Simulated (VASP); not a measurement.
Runs of VASP 6.6.1 on BAs. The structure is that of space group F-43m (No. 216), or close to it. The cells are those of the table. 

```csv
potentials or basis,cell,cutoff (eV),second run,gap on the mesh (eV),pressure (GPa)
"VASP PAW LDA potentials, release 64 (B, As)","a = 3.446, b = 3.446, c = 3.378 Å, angles 60.7, 60.7, 58.7°, 2 atoms",520,-,0.87,(b)
"VASP PAW LDA potentials, release 64 (B, As)","a = 3.581, b = 3.581, c = 3.513 Å, angles 60.6, 60.6, 58.7°, 2 atoms",520,-,(a),-18.1
"VASP PAW LDA potentials, release 64 (B, As)","a = 3.513 Å, angles 60.0°, 2 atoms",520,-,1.22,-15.4
"VASP PAW LDA potentials, release 64 (B, As_d)","a = 3.243 Å, angles 60.0°, 2 atoms",600,valence_matched,1.01,17.1
"VASP PAW LDA potentials, release 64 (B, As)","a = 3.108 Å, angles 60.0°, 2 atoms",520,-,0.89,53.3
"VASP PAW LDA potentials, release 64 (B, As)","a = 3.176, b = 3.176, c = 3.108 Å, angles 60.7, 60.7, 58.6°, 2 atoms",520,-,(c),39.8
"VASP PAW LDA potentials, release 64 (B, As)","a = 3.311, b = 3.311, c = 3.243 Å, angles 60.7, 60.7, 58.6°, 2 atoms",520,-,0.72,9.9
"VASP PAW LDA potentials, release 64 (B, As)","a = 3.243 Å, angles 60.0°, 2 atoms",520,-,1.01,18.2
"VASP PAW LDA potentials, release 64 (B, As)","a = 3.648 Å, angles 60.0°, 2 atoms",520,-,1.29,-21.9
```

Alike in all rows: task single point; level LDA; no spin polarisation; k mesh 10 × 10 × 10; smearing gaussian 0.05 eV.

Question: Estimate the missing entries.

Answer: (a) 0.99; (b) -7.9; (c) 0.56.

A k mesh can miss the band edges, and the runs leave out spin-orbit coupling on As.

The runs don't all hold the same shells in valence.
